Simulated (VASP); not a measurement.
Here is a VASP 6.6.1 calculation.

INCAR

```
  PREC = Accurate
  ENCUT = 520
  EDIFF = 1E-6
  ISMEAR = -1
  SIGMA = 0.06122561905347299
  LREAL = F
  LASPH = T
  NELM = 60
  ALGO = Normal
  ISIF = 2
  LWAVE = F
  LCHARG = T
  GGA = PE
  LELF = T
  LVHAR = T
  NBANDS = 13
```

File KPOINTS:

```
Automatic mesh
0
Gamma
  13 13 13
```

Contents of POSCAR:

```
Pb
1.0
   -1.9999685412      1.9999685412      1.9999685412
    1.9999685412     -1.9999685412      1.9999685412
    1.9999685412      1.9999685412     -1.9999685412
Pb
1
Direct
    0.0000000000      0.0000000000      0.0000000000
```

Potentials or basis: VASP PAW PBE potentials, release 64 (Pb_d).

The run is started by

```bash
$ cat potpaw_PBE.64/Pb_d/POTCAR > POTCAR
$ mpirun -np 1 vasp_std > vasp.out
```

(1) Estimate the band gap on the k mesh.

(2) Estimate the pressure.

Answers

(1) zero (bands 7 and 8 overlap by 8.98 eV).

(2) -0.2 GPa.

Caveat: spin-orbit coupling is left out, which moves the levels of the heavy elements.
